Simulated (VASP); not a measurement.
Set up this calculation in VASP 6.6.1, as the native input.

| Item | Value |
| --- | --- |
| Task | single point |
| Functional | PBEsol |
| Potentials or basis | VASP PAW PBE potentials, release 64 (Al) |
| Cutoff | 520 eV |
| k mesh | 16 × 16 × 16 |
| Occupations | fermi-dirac, width 0.1 eV |
| Spin | no spin polarisation |
| Dipole correction | no |
| Further INCAR settings | ALGO = Normal; EDIFF = 1e-07; NBANDS = 8 |

The structure of Al lies in POSCAR:

```
Al
1.0
    0.0000000000      1.7651934239      1.7651934239
    1.7651934239      0.0000000000      1.7651934239
    1.7651934239      1.7651934239      0.0000000000
Al
1
Direct
    0.0000000000      0.0000000000      0.0000000000
```

This cell differs from its parent crystal: volume scaled by 0.68.

One way to write it, as run:

INCAR

```
SYSTEM = Al
ALGO     = Normal         ! electronic algorithm
EDIFF    = 1E-7           ! SCF threshold, eV
ENCUT    = 520            ! plane-wave cutoff, eV
GGA      = PS             ! functional
ISIF     = 2              ! what is computed and relaxed
ISMEAR   = -1             ! smearing method
LASPH    = .True.         ! aspherical terms in the spheres
LCHARG   = .True.         ! write CHGCAR
LELF     = .True.         ! ELF
LREAL    = .False.        ! projectors in reciprocal space
LVHAR    = .True.       
LWAVE    = .False.        ! write WAVECAR
NBANDS   = 8              ! bands
NELM     = 60             ! most SCF steps
PREC     = Accurate       ! precision mode
SIGMA    = 0.1            ! smearing width, eV
```

KPOINTS

```
k-points
0
Gamma
  16 16 16
  0 0 0
```

Potentials or basis: VASP PAW PBE potentials, release 64 (Al).

Launch:

```console
$ cat potpaw_PBE.64/Al/POTCAR > POTCAR
$ mpirun -np 1 vasp_std > vasp.out
```

It gave:

* Pressure: 73.6 GPa

Caveat: the PAW data sets were made with another functional, which shifts forces and pressure a little.

Run time: 23 s on 1 thread of AMD EPYC 7R13 (shared host), peak memory 0.09 GiB.
